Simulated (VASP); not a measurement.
# B (Fd-3m) in VASP: notebook, part 2 of 3

VASP 6.6.1. The steps go on from the part before.

## Step 3: Single point, LDA (volume scaled by 0.88)

INCAR reads:

```
ALGO = Normal ; EDIFF = 1E-7
ENCUT = 520 ; ISIF = 2
ISMEAR = -1 ; LASPH = True
LCHARG = False ; LREAL = False
LWAVE = False ; NBANDS = 10
NELM = 60 ; PREC = Accurate
SIGMA = 0.1
```

KPOINTS reads:

```
k-points
0
Gamma
  15 15 15
```

POSCAR reads:

```
B
1.0
    0.0000000000      1.9179665047      1.9179665047
    1.9179665047      0.0000000000      1.9179665047
    1.9179665047      1.9179665047      0.0000000000
B
2
Direct
    0.1250000000      0.1250000000      0.1250000000
    0.8750000000      0.8750000000      0.8750000000
```

Potentials or basis: VASP PAW LDA potentials, release 64 (B).

Started as:

```bash
$ cat potpaw_LDA.64/B/POTCAR > POTCAR
$ mpirun -np 1 vasp_std > vasp.out
```

OUTCAR:

```text
EDIFF = 1E-7
   ENCUT = 520
   ISIF = 2
   ISMEAR = -1
   LASPH = True
   LREAL = False
   NELM = 60
   PREC = Accurate

 ion  position               nearest neighbor table
   1  0.125  0.125  0.125-   2 1.66   2 1.66   2 1.66   2 1.66
   2  0.875  0.875  0.875-   1 1.66   1 1.66   1 1.66   1 1.66

  LATTYP: Found a face centered cubic cell.
 ALAT       =     3.8359330094

  Lattice vectors:

 A1 = (   0.0000000000,   1.9179665047,   1.9179665047)
 A2 = (   1.9179665047,   0.0000000000,   1.9179665047)
 A3 = (   1.9179665047,   1.9179665047,   0.0000000000)

Analysis of symmetry for initial positions (statically):
=====================================================================
 Subroutine PRICEL returns:
 Original cell was already a primitive cell.

 Routine SETGRP: Setting up the symmetry group for a
 face centered cubic supercell.

 Subroutine GETGRP returns: Found 48 space group operations
 (whereof 12 operations were pure point group operations)
 out of a pool of 48 trial point group operations.

The static configuration has the point symmetry D_3d.
 The point group associated with its full space group is O_h .

Analysis of symmetry for dynamics (positions and initial velocities):
=====================================================================
 Subroutine PRICEL returns:
 Original cell was already a primitive cell.

 Routine SETGRP: Setting up the symmetry group for a
 face centered cubic supercell.

 Subroutine GETGRP returns: Found 48 space group operations
 (whereof 12 operations were pure point group operations)
 out of a pool of 48 trial point group operations.

The dynamic configuration has the point symmetry D_3d.
 The point group associated with its full space group is O_h .

 Subroutine INISYM returns: Found 48 space group operations
 (whereof 12 operations are pure point group operations),
 and found     1 'primitive' translations

----------------------------------------------------------------------------------------

                                     Primitive cell

  volume of cell :      14.1108

  direct lattice vectors                    reciprocal lattice vectors
     0.000000000  1.917966505  1.917966505    -0.260692770  0.260692770  0.260692770
     1.917966505  0.000000000  1.917966505     0.260692770 -0.260692770  0.260692770
     1.917966505  1.917966505  0.000000000     0.260692770  0.260692770 -0.260692770

  length of vectors
     2.712414243  2.712414243  2.712414243     0.451533122  0.451533122  0.451533122

  position of ions in fractional coordinates (direct lattice)
     0.125000000  0.125000000  0.125000000
     0.875000000  0.875000000  0.875000000

  ion indices of the primitive-cell ions
   primitive index   ion index
                 1           1
                 2           2

----------------------------------------------------------------------------------------

 KPOINTS: k-points

Automatic generation of k-mesh.
 Grid dimensions read from file:
 generate k-points for:   15   15   15

 Generating k-lattice:

  Cartesian coordinates                     Fractional coordinates (reciprocal lattice)
    -0.017379518  0.017379518  0.017379518     0.066666667  0.000000000  0.000000000
     0.017379518 -0.017379518  0.017379518     0.000000000  0.066666667  0.000000000
     0.017379518  0.017379518 -0.017379518     0.000000000  0.000000000  0.066666667

  Length of vectors
     0.030102208  0.030102208  0.030102208

  Shift w.r.t. Gamma in fractional coordinates (k-lattice)
     0.000000000  0.000000000  0.000000000

 Subroutine IBZKPT returns following result:
 ===========================================

 Found    120 irreducible k-points:

 Following reciprocal coordinates:
            Coordinates               Weight
  0.000000  0.000000  0.000000      1.000000
  0.066667  0.000000  0.000000      8.000000
  0.133333  0.000000  0.000000      8.000000
  0.200000  0.000000  0.000000      8.000000
  0.266667  0.000000  0.000000      8.000000
  0.333333  0.000000  0.000000      8.000000
[... 16 lines left out ...]
  0.133333  0.133333  0.000000      6.000000
  0.200000  0.133333  0.000000     24.000000
 [... further k-points ...]
   k-points           NKPTS =    120   k-points in BZ     NKDIM =    120   number of bands    NBANDS=     10
   number of dos      NEDOS =    301   number of ions     NIONS =      2
   total plane-waves  NPLWV =   8000
   dimension x,y,z NGX =    20 NGY =   20 NGZ =   20
   dimension x,y,z NGXF=    40 NGYF=   40 NGZF=   40
   ions per type =               2
   NGX,Y,Z   is equivalent  to a cutoff of  12.26, 12.26, 12.26 a.u.
   NGXF,Y,Z  is equivalent  to a cutoff of  24.52, 24.52, 24.52 a.u.
 SYSTEM =  unknown system
   PREC   = accura    normal or accurate (medium, high low for compatibility)
   ISTART =      0    job   : 0-new  1-cont  2-samecut
   ICHARG =      2    charge: 1-file 2-atom 10-const
   ISPIN  =      1    spin polarized calculation?
   LNONCOLLINEAR =      F non collinear calculations
   LSORBIT =      F    spin-orbit coupling
   LASPH  =      T    aspherical Exc in radial PAW
   ENCUT  =  520.0 eV  38.22 Ry    6.18 a.u.   5.04  5.04  5.04*2*pi/ulx,y,z
   NELM   =     60;   NELMIN=  2; NELMDL= -5     # of ELM steps
   EDIFF  = 0.1E-06   stopping-criterion for ELM
   LREAL  =      F    real-space projection
   EDIFFG = 0.1E-05   stopping-criterion for IOM
   NSW    =      0    number of steps for IOM
   IBRION =     -1    ionic relax: 0-MD 1-quasi-New 2-CG
   NFREE  =      0    steps in history (QN), initial steepest desc. (CG)
   ISIF   =      2    stress and relaxation
   ISYM   =      2    0-nonsym 1-usesym 2-fastsym
   POTIM  = 0.5000    time-step for ionic-motion
   TEBEG  =    0.0;   TEEND  =   0.0 temperature during run
   PSTRESS=    0.0 pullay stress
   NELECT =       6.0000    total number of electrons
   NUPDOWN=      -1.0000    fix difference up-down
   EMIN   =  10.00;   EMAX   =-10.00  energy-range for DOS
   EFERMI =   0.00;   METHOD = LEGACY
   ISMEAR =    -1;   SIGMA  =   0.10  broadening in eV -4-tet -1-fermi 0-gaus
   EFERMI_NEDOS =   21; number of points for ismear=-14 and -15
   IALGO  =     38    algorithm
   IMIX   =      4    mixing-type and parameters
     AMIX     =   0.40;   BMIX     =  1.00
     AMIX_MAG =   1.60;   BMIX_MAG =  1.00
  volume/ion in A,a.u.               =       7.06        47.61
  Fermi-wavevector in a.u.,A,eV,Ry     =   1.231046  2.326339 20.619274  1.515474
  Thomas-Fermi vector in A             =   2.365871
   LORBIT       =      0    0 simple, 1 ext, 2 COOP (PROOUT), +10 PAW based schemes
   GGA     = CA    functional components
   LHFCALC =     F    Hartree Fock is set to
   AEXX    =    0.0000 exact exchange contribution
   IVDW    =     0    specifies the selected vdW correction
   LEPSILON=     F    determine dielectric tensor
   LRPA    =     F    only Hartree local field effects (RPA)
 non-spin polarized calculation
  energy-cutoff  :      520.00
  volume of cell :       14.11
 maximum number of plane-waves:       388
   NGX =  9   NGY =  9   NGZ =  9

 number of electron       6.0000000 magnetization

 Free energy of the ion-electron system (eV)
  ---------------------------------------------------
  ext. energy  EPLUGINS =         0.00000000
  ---------------------------------------------------
  free energy    TOTEN  =       -12.76753696 eV

  energy without entropy =      -12.74240308  energy(sigma->0) =      -12.75497002

 E-fermi :   5.1938     XC(G=0): -11.9721

 val. band max:        5.1685955872   @ k =   0.4667   0.2000   0.0667
 cond. band min:       5.1977313140   @ k =  -0.3333   0.3333   0.0000
 fundamental gap:      0.0291357269
 Fermi energy:         5.1938364595

 k-point     1 :       0.0000    0.0000    0.0000
  band No.  band energies     occupation
      1      -8.7553      2.00000
      2       9.7678      0.00000
      3       9.7678      0.00000
      4       9.7678      0.00000
      5      14.2165      0.00000
      6      14.2165      0.00000
      7      14.2165      0.00000
      8      25.2367      0.00000
      9      26.3218      0.00000
     10      30.3349      0.00000
[... 287 lines left out ...]
 k-point    24 :       0.2000    0.1333    0.0000
  band No.  band energies     occupation
      1      -7.8065      2.00000
      2       6.5372      0.00000
      3       7.1858      0.00000
      4       8.3405      0.00000
      5      14.0473      0.00000
      6      17.6536      0.00000
      7      17.7259      0.00000
      8      20.9013      0.00000
      9      27.5819      0.00000
     10      28.1553      0.00000

 [... further k-points ...]
[... 5 lines left out ...]
  --------------------------------------------------------------------------------------
  -------------------------------------------------------------------------------------
  Total        2.6983988      2.6983988      2.6983988     -0.0000000     -0.0000000      0.0000000
  in kB      306.3822976    306.3822976    306.3822976     -0.0000000     -0.0000000      0.0000000
  external PRESSURE =     306.3822976 kB  Pullay stress =       0.0000000 kB

 VOLUME and BASIS-vectors are now :
 -----------------------------------------------------------------------------
  energy-cutoff  :      520.00
  volume of cell :       14.11
      direct lattice vectors                 reciprocal lattice vectors
     0.000000000  1.917966505  1.917966505    -0.260692770  0.260692770  0.260692770
     1.917966505  0.000000000  1.917966505     0.260692770 -0.260692770  0.260692770
     1.917966505  1.917966505  0.000000000     0.260692770  0.260692770 -0.260692770

 POSITION                                       TOTAL-FORCE (eV/Angst)
 -----------------------------------------------------------------------------------
      0.47949      0.47949      0.47949        -0.000000     -0.000000     -0.000000
      3.35644      3.35644      3.35644         0.000000      0.000000      0.000000
 -----------------------------------------------------------------------------------
    total drift:                                0.000000      0.000000     -0.000000

  FREE ENERGIE OF THE ION-ELECTRON SYSTEM (eV)
  ---------------------------------------------------
  free  energy   TOTEN  =       -12.7675369612 eV

  energy  without entropy=      -12.7424030832  energy(sigma->0) =      -12.75497002
```

stdout:

```text
POSCAR found type information on POSCAR B
 POSCAR found :  1 types and       2 ions
 scaLAPACK will be used
 LDA part: xc-table for (Slater(with rela. corr.)+CA(PZ))
 , standard interpolation
 POSCAR, INCAR and KPOINTS ok, starting setup
 FFT: planning ... GRIDC
 FFT: planning ... GRID_SOFT
 FFT: planning ... GRID
 WAVECAR not read
 entering main loop
```

Wall time 11 s (1 thread of Intel Xeon 8259CL, shared host); peak memory 0.12 GiB.

What came out:

```yaml
Free_energy: -12.7675 eV
Pressure: 30.6 GPa
Band_gap_on_the_k_mesh: zero (band 3 reaches 9.77 eV, above the bottom of band 4 at 2.00 eV)
```

(Part 2 of 3 ends here.)
